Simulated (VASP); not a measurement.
**Te2Mo: single point with PBE**

Crystal: Te2Mo.

```
CELL_PARAMETERS angstrom
3.58720 0.00000 0.00000
-1.79360 3.10661 0.00000
0.00000 0.00000 14.24766
ATOMIC_POSITIONS crystal
Te 0.33333 0.66667 0.62100
Te 0.66667 0.33333 0.12100
Te 0.33333 0.66667 0.87900
Te 0.66667 0.33333 0.37900
Mo 0.33333 0.66667 0.25000
Mo 0.66667 0.33333 0.75000
```

```json
{"Program": "VASP 6.6.1", "Task": "single point", "Functional": "PBE", "Potentials or basis": "VASP PAW PBE potentials, release 64 (Te, Mo_sv)", "Cutoff": "520 eV", "k mesh": "8 × 8 × 2", "Occupations": "fermi-dirac, width 0.1 eV", "Spin": "no spin polarisation", "Dipole correction": "no", "Further INCAR settings": "ALGO = Normal; EDIFF = 1e-06; NBANDS = 35"}
```

The pressure is -2.5 GPa, the largest force is 0.556 eV/Å and the band gap on the k mesh is 0.81 eV (least direct gap 1.11 eV).

Forces in eV/Å, atoms in the order of the input:
```
Te   0.000  0.000  0.556
Te   0.000  0.000  0.556
Te   0.000  0.000 -0.556
Te   0.000  0.000 -0.556
Mo   0.000  0.000  0.000
Mo   0.000  0.000  0.000
```

Stress tensor (GPa, compression positive):
```
-2.32  0.00  0.00
 0.00 -2.32  0.00
 0.00  0.00 -2.92
```

Levels at points of the mesh, in eV from the valence-band top:
```
           k point  band 23  band 24  band 25  band 26  band 27  band 28  band 29  band 30
(0.00, 0.00, 0.00)    -0.93    -0.89    -0.35     0.00     2.70     2.70     2.82     2.82
(0.50, 0.00, 0.00)    -0.88    -0.83    -0.60    -0.34     1.20     1.25     1.40     1.68
(0.00, 0.00, 0.50)    -0.95    -0.95    -0.08    -0.08     2.74     2.74     2.74     2.74
(0.50, 0.00, 0.50)    -0.84    -0.84    -0.47    -0.47     1.22     1.22     1.55     1.55
```

It took 2.8 min on 1 thread of AMD EPYC 7R43 64-Core Processor (Zen 3), with other jobs on the host, peak memory 0.3 GiB.

Caveat: spin-orbit coupling is left out, which moves the levels of the heavy elements; this functional lacks dispersion, which binds the layers, so the pressure and a relaxed spacing across them are unreliable. A k mesh can miss the band edges.
